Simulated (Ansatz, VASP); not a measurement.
**One calculation of Br, two programs**

```
Br
1.0
     3.32491   -1.96311    0.00000
     3.32491    1.96311    0.00000
     0.00000    0.00000    8.41772
Br
4
Direct
  0.83807 0.16193 0.12085
  0.66193 0.33807 0.62085
  0.16193 0.83807 0.87915
  0.33807 0.66193 0.37915
```

Alike in both runs: functional LDA; k mesh 9 × 9 × 4; occupations fermi-dirac, width 0.05 eV; no spin polarisation.

Ansatz relaxed the structure, and its values are those at the end. VASP's run is a single point on that final structure, the one shown.

|  | VASP | Ansatz |
| --- | --- | --- |
| version | VASP 6.6.1 | Ansatz 0.2.0 |
| potentials or method | VASP PAW LDA potentials, release 64 (Br) | PAW with Ansatz's default frozen-core files, scalar-relativistic |
| plane-wave cutoff (eV) | 520 | 420 |
| valence electrons in the cell | 28 | 28 |

|  | VASP | Ansatz | Ansatz less VASP |
| --- | --- | --- | --- |
| pressure (GPa) | 0.1 | 0.0 | -0.08 |
| rms of the force components (eV/Å) | 0.011 | 0.001 | -0.0102 |

LDA's correlation is that of Perdew and Zunger in VASP and of Perdew and Wang (1992) in Ansatz.
